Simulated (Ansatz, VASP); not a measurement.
**Two plane-wave programs on Al3GaAs4**

```
Al Ga As
1.0
     5.55855    0.00000    0.00000
     0.00000    5.55855    0.00000
     0.00000    0.00000    5.55855
Al Ga As
3 1 4
Direct
  0.00000 0.50000 0.50000
  0.50000 0.50000 0.00000
  0.50000 0.00000 0.50000
  0.00000 0.00000 0.00000
  0.73850 0.73850 0.26150
  0.73850 0.26150 0.73850
  0.26150 0.73850 0.73850
  0.26150 0.26150 0.26150
```

Change from the starting cell: species swapped into the Zn3CdSe4 type (P-43m, No. 215).

Alike in both runs: task relaxation of cell and atoms; functional PBE; k mesh 4 × 4 × 4; occupations gaussian, width 0.1 eV; no spin polarisation.

```csv
,VASP,Ansatz
version,VASP 6.6.1,Ansatz 0.2.0
potentials or method,"VASP PAW PBE potentials, release 64 (Al, Ga_d, As), cutoff 600 eV","scalar-relativistic, plane waves, PAW"
valence electrons in the cell,42,82
```

```csv
,VASP,Ansatz,Ansatz less VASP
"gap on the k mesh at the Fermi level, each at its own relaxed structure (eV)",1.02,1.04,+0.017
relaxed volume (Å³/atom),23.57,23.47,-0.103
relaxed cell length with the largest relative difference (Å),5.735,5.726,-0.0083
```

VASP's potentials hold 42 valence electrons a cell and Ansatz's 82, so a difference there can come from the potentials and not from the codes.
